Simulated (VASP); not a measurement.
Wanted: the native input for a VASP 6.6.1 run.

```yaml
Task: single point
Functional: LDA
Potentials_or_basis: VASP PAW LDA potentials, release 64 (C, Si, H)
Cutoff: 520 eV
k_mesh: 4 × 8 × 1
Occupations: gaussian, width 0.05 eV
Spin: no spin polarisation
Dipole_correction: yes
Further_INCAR_settings: LREAL = Auto; ALGO = Normal; EDIFF = 1e-06; NBANDS = 45
```

The structure of Si3H2C4 lies in POSCAR:

```
Si3H2C4
1.0
    6.1223116280      0.0000000000      0.0000000000
    0.0000000000      3.0611558140      0.0000000000
    0.0000000000      0.0000000000     19.9960979072
C Si H
8 6 4
Direct
    0.5000000000      0.5000000000      0.2326656844
    0.0000000000      0.5000000000      0.2326656844
    0.7500000000      0.0000000000      0.3409150060
    0.2500000000      0.0000000000      0.3409150060
   -0.0060532462      0.5000000000      0.4593165856
    0.5045437261      0.5000000000      0.4407292002
    0.3881180274      0.0000000000      0.5386765165
    0.6089586205      0.0000000000      0.5529292973
    0.2500000000      0.5000000000      0.2867903452
    0.7500000000      0.5000000000      0.2867903452
    0.5014755621      0.0000000000      0.3913013817
   -0.0033961948      0.0000000000      0.3993662369
    0.7178525679      0.5000000000      0.5092268985
    0.2710672081      0.5000000000      0.5015080636
    0.5000000000      0.2236746754      0.1987605550
    0.5000000000      0.7763253246      0.1987605550
    0.0000000000      0.7759774367      0.1986431602
    0.0000000000      0.2240225633      0.1986431602
```

These files were run (other wordings do the same):

INCAR

```
SYSTEM = Si3H2C4
ALGO = Normal
DIPOL = 0.5 0.5 0.350
EDIFF = 1E-6
ENCUT = 520
GGA = CA
IDIPOL = 3
ISIF = 2
ISMEAR = 0
LASPH = .TRUE.
LCHARG = .FALSE.
LDIPOL = .TRUE.
LREAL = Auto
LWAVE = .FALSE.
NBANDS = 45
NELM = 60
PREC = Accurate
SIGMA = 0.05
```

KPOINTS

```
k-points
0
G
  4 8 1
  0 0 0
```

Potentials or basis: VASP PAW LDA potentials, release 64 (C, Si, H).

Launch:

```sh
$ cat potpaw_LDA.64/C/POTCAR potpaw_LDA.64/Si/POTCAR potpaw_LDA.64/H/POTCAR > POTCAR
$ mpirun -np 1 vasp_std > vasp.out
```

It gave:

```yaml
Largest_force: 1.742 eV/Å
Band_gap_on_the_k_mesh: zero (band 30 reaches 0.94 eV, above the bottom of band 31 at 0.76 eV)
```

It took 3.9 min on 1 thread of Intel(R) Xeon(R) 6975P-C (Granite Rapids), on a shared host, peak memory 0.42 GiB.
